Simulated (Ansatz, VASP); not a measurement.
## BaCaSe3 in VASP and in Ansatz

INCAR

```
SYSTEM = BaCaSe3
PREC = Accurate
ENCUT = 600
EDIFF = 1E-7
ISMEAR = 0
SIGMA = 0.1
LREAL = .False.
LASPH = .True.
NELM = 60
ALGO = Normal
ISIF = 3
LWAVE = .False.
LCHARG = .False.
GGA = PE
IBRION = 2
NSW = 100
EDIFFG = -0.01
```

Contents of KPOINTS:

```
regular mesh
0
Gamma
  8 8 8
  0 0 0
```

The input POSCAR:

```
BaCaSe3
1.0
    5.7535886917      0.0000000000      0.0000000000
    0.0000000000      5.7535886917      0.0000000000
    0.0000000000      0.0000000000      5.7535886917
Ba Ca Se
1 1 3
Direct
    0.5000000000      0.5000000000      0.5000000000
    0.0000000000      0.0000000000      0.0000000000
    0.5000000000      0.5000000000      0.0000000000
    0.5000000000      0.0000000000      0.5000000000
    0.0000000000      0.5000000000      0.5000000000
```

Input for Ansatz:

```yaml
crystal:
  lattice:
    - [5.7535886917, 0.0, 0.0]
    - [0.0, 5.7535886917, 0.0]
    - [0.0, 0.0, 5.7535886917]
  atoms:
    - { symbol: Ba, position: [0.5, 0.5, 0.5] }
    - { symbol: Ca, position: [0.0, 0.0, 0.0] }
    - { symbol: Se, position: [0.5, 0.5, 0.0] }
    - { symbol: Se, position: [0.5, 0.0, 0.5] }
    - { symbol: Se, position: [0.0, 0.5, 0.5] }
basis:
  ecutwfc: 420
kpoints:
  mp_grid: { grid: [8, 8, 8] }
hamiltonian:
  xc: pbe
scf:
  occupations: { method: gaussian, width: 0.1 }
output:
  forces: true
  stress: true
  eigenvalues: true
relax:
  adjacent_minimum: "off"
  f_tol: 0.01
  max_steps: 80
  cell: { stress_tol: 0.05 }
```

Alike in both runs: task relaxation of cell and atoms; functional PBE; k mesh 8 × 8 × 8; occupations gaussian, width 0.1 eV; no spin polarisation.

|  | VASP | Ansatz |
| --- | --- | --- |
| version | VASP 6.6.1 | Ansatz 0.2.0 |
| potentials or method | VASP PAW PBE potentials, release 64 (Ba_sv, Ca_sv, Se), cutoff 600 eV | scalar-relativistic, plane waves, PAW |
| valence electrons in the cell | 38 | 68 |

```tsv
	VASP	Ansatz	Ansatz less VASP
gap on the k mesh at the Fermi level, each at its own relaxed structure (eV)	none	none	-
relaxed volume (Å³/atom)	41.01	40.02	-0.982
relaxed length of the cell vector where the two differ most in proportion (Å)	5.897	5.849	-0.0475
```

A gap of «none» marks a metal or a gap that the smearing closes. VASP's potentials hold 38 valence electrons a cell and Ansatz's 68, so a difference there can come from the potentials and not from the codes.

Spin-orbit coupling is off throughout.
